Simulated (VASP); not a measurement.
# AlCo: single point with PBEsol

Crystal: AlCo.

```
Al Co
1.0
     2.85053    0.00000    0.00000
     0.00000    2.85053    0.00000
     0.00000    0.00000    2.85053
Al Co
1 1
Direct
  0.00000 0.00000 0.00000
  0.50000 0.50000 0.50000
```

This cell differs from its parent crystal: volume scaled by 1.03.

```yaml
Program: VASP 6.6.1
Task: single point
Functional: PBEsol
Potentials_or_basis: VASP PAW PBE potentials, release 64 (Al, Co)
Cutoff: 520 eV
k_mesh: 14 × 14 × 14
Occupations: gaussian, width 0.1 eV
Spin: no spin polarisation
Dipole_correction: no
Further_INCAR_settings: ALGO = Fast; EDIFF = 1e-06; NBANDS = 13
```

```json
{
 "Pressure": "-5.4 GPa",
 "Band gap on the k mesh": "zero (band 6 reaches 12.80 eV, above the bottom of band 7 at 10.18 eV)"
}
```

Levels at points of the mesh, in eV from the Fermi level:
| k point | band 2 | band 3 | band 4 | band 5 | band 6 | band 7 | band 8 | band 9 | band 10 | band 11 |
| --- | --- | --- | --- | --- | --- | --- | --- | --- | --- | --- |
| (0.00, 0.00, 0.00) | -2.98 | -2.98 | -0.82 | -0.82 | -0.82 | 5.96 | 5.96 | 5.96 | 8.75 | 8.75 |
| (0.50, 0.00, 0.00) | -6.63 | -2.40 | -1.70 | -1.70 | -0.71 | 0.16 | 8.41 | 10.57 | 10.57 | 11.65 |
| (0.50, 0.50, 0.00) | -3.08 | -2.67 | -2.67 | -1.49 | -1.49 | -0.26 | 2.39 | 3.49 | 12.75 | 15.82 |
| (0.50, 0.50, 0.50) | -3.92 | -3.92 | -0.22 | -0.22 | 2.36 | 2.36 | 2.36 | 4.14 | 5.36 | 5.36 |

Wall time 19 s on 1 thread of Intel(R) Xeon(R) Platinum 8488C (Sapphire Rapids) (shared host), peak memory 0.16 GiB.

Caveat: the PAW data sets were made with another functional, which shifts forces and pressure a little. Spin polarisation is off, so any magnetic state and its effect on volume and gap are missing.
